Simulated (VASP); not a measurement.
Set up this calculation in VASP 6.6.1, as the native input.

* Task: single point
* Functional: LDA
* Potentials or basis: VASP PAW LDA potentials, release 64 (Zn, Se)
* Cutoff: 520 eV
* k mesh: 8 × 8 × 8
* Occupations: gaussian, width 0.01 eV
* Spin: no spin polarisation
* Dipole correction: no
* Further INCAR settings: ALGO = Normal; EDIFF = 1e-06; NBANDS = 16

The structure of ZnSe lies in POSCAR:

```
ZnSe
1.0
    0.0000000000      2.6489593631      2.6489593631
    2.6489593631      0.0000000000      2.6489593631
    2.6489593631      2.6489593631      0.0000000000
Zn Se
1 1
Direct
    0.0000000000      0.0000000000      0.0000000000
    0.7500000000      0.7500000000      0.7500000000
```

One way to write it, as run:

INCAR

```
PREC = Accurate
ENCUT = 520
EDIFF = 1E-6
ISMEAR = 0
SIGMA = 0.01
LREAL = F
LASPH = T
NELM = 60
ALGO = Normal
ISIF = 2
LWAVE = F
LCHARG = F
GGA = CA
NBANDS = 16
```

KPOINTS

```
Automatic mesh
0
Gamma
  8 8 8
```

Potentials or basis: VASP PAW LDA potentials, release 64 (Zn, Se).

Command:

```console
$ cat potpaw_LDA.64/Zn/POTCAR potpaw_LDA.64/Se/POTCAR > POTCAR
$ mpirun -np 1 vasp_std > vasp.out
```

It gave:

* Pressure: 15.6 GPa
* Band gap on the k mesh: 1.95 eV, direct

Wall time 16 s on 1 thread of Intel(R) Xeon(R) Platinum 8259CL CPU @ 2.50GHz (Skylake/Cascade Lake), with other jobs on the host, peak memory 0.15 GiB.
